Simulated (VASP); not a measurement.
Al: relaxation of cell and atoms with LDA

Al:

```
Al
1.0
     0.00000    2.02481    2.02481
     2.02481    0.00000    2.02481
     2.02481    2.02481    0.00000
Al
1
Direct
  0.00000 0.00000 0.00000
```

| Property | Result |
| --- | --- |
| Program | VASP 6.6.1 |
| Task | relaxation of cell and atoms |
| Functional | LDA |
| Potentials or basis | VASP PAW LDA potentials, release 64 (Al) |
| Cutoff | 600 eV |
| k mesh | 18 × 18 × 18 |
| Occupations | gaussian, width 0.1 eV |
| Spin | no spin polarisation |
| Dipole correction | no |
| Further INCAR settings | ALGO = Normal; EDIFF = 1e-06; IBRION = 2; EDIFFG = -0.002; NSW = 100; ISIF = 3 |

```json
{"Relaxed volume": "15.82 Å³/atom", "Relaxed cell": "a = 2.818 Å, b = 2.818 Å, c = 2.818 Å, α = 60.00°, β = 60.00°, γ = 60.00°", "Space group after relaxing (to 0.05 Å)": "Fm-3m (No. 225)", "Energy gained by relaxing": "9.2 meV/atom", "Ionic steps": "3", "Pressure after relaxing": "0.0 GPa"}
```

The path:
```tsv
step	energy change (eV)	largest force (eV/Å)	pressure (GPa)	volume (Å³)
1	0.0000	0.0000	-3.60	16.60
2	-0.0090	0.0000	0.50	15.72
3	-0.0092	0.0000	0.00	15.82
```

Final structure:
```
Al
1.0
     0.00000    1.99237    1.99237
     1.99237    0.00000    1.99237
     1.99237    1.99237    0.00000
Al
1
Direct
  0.00000 0.00000 0.00000
```

Levels at points of the mesh, in eV from the Fermi level:
```csv
k point,band 1,band 2,band 3,band 4,band 5
"(0.00, 0.00, 0.00)",-11.39,12.81,12.81,12.81,14.46
"(0.50, 0.00, 0.00)",-4.71,-4.44,11.64,11.64,11.70
"(0.50, 0.50, 0.00)",-2.99,-1.61,5.31,5.74,5.74
```

It took 14 s on 1 thread of Intel Xeon 6975P-C, with other jobs on the host, peak memory 0.14 GiB.

LDA usually gives volumes a few per cent too small. Zero-point motion and thermal expansion aren't in these numbers.
